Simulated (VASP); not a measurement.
Wanted: the native input for a VASP 6.6.1 run.

* Task: single point
* Functional: PBE
* Potentials or basis: VASP PAW PBE potentials, release 64 (B, N)
* Cutoff: 520 eV
* k mesh: 12 × 12 × 6
* Occupations: gaussian, width 0.05 eV
* Spin: no spin polarisation
* Dipole correction: no
* Further INCAR settings: ALGO = Normal; EDIFF = 1e-06; NBANDS = 16

The structure of BN lies in POSCAR:

```
BN
1.0
    2.5539396017      0.0000000000      0.0000000000
   -1.2769698009      2.2117765748      0.0000000000
    0.0000000000      0.0000000000      4.2268550000
B N
2 2
Direct
    0.4317355040      0.3333333333      0.8577744891
    0.3333333333      0.6666666667      0.4997240000
    0.6666666667      0.3333333333      0.6252760000
    0.3333333333      0.6666666667      0.1252760000
```

This cell differs from its parent crystal: atom 1 (B) moved by (-0.600, -0.600) A along x and z.

These files were run (other wordings do the same):

INCAR

```
SYSTEM = BN
ALGO = Normal
EDIFF = 1E-6
ENCUT = 520
GGA = PE
ISIF = 2
ISMEAR = 0
LASPH = .True.
LCHARG = .False.
LREAL = .False.
LWAVE = .False.
NBANDS = 16
NELM = 80
PREC = Accurate
SIGMA = 0.05
```

KPOINTS

```
k-points
0
Gamma
  12 12 6
  0 0 0
```

Potentials or basis: VASP PAW PBE potentials, release 64 (B, N).

The run is started by

```console
$ cat potpaw_PBE.64/B/POTCAR potpaw_PBE.64/N/POTCAR > POTCAR
$ mpirun -np 1 vasp_std > vasp.out
```

Results of the run:

```json
{
  "Pressure": "70.1 GPa",
  "Largest force": "29.693 eV/Å",
  "Band gap on the k mesh": "zero (bands 8 and 9 overlap by 1.21 eV)"
}
```

Caveat: the cell differs from its parent crystal (atom 1 (B) moved by (-0.600, -0.600) A along x and z); the cell stands under pressure; forces of over 1 eV/Å act on the atoms, so gaps and moduli don't describe the material at rest.

Wall time 4.5 min on 1 thread of Intel Xeon 8259CL, with other jobs on the host, peak memory 0.24 GiB.
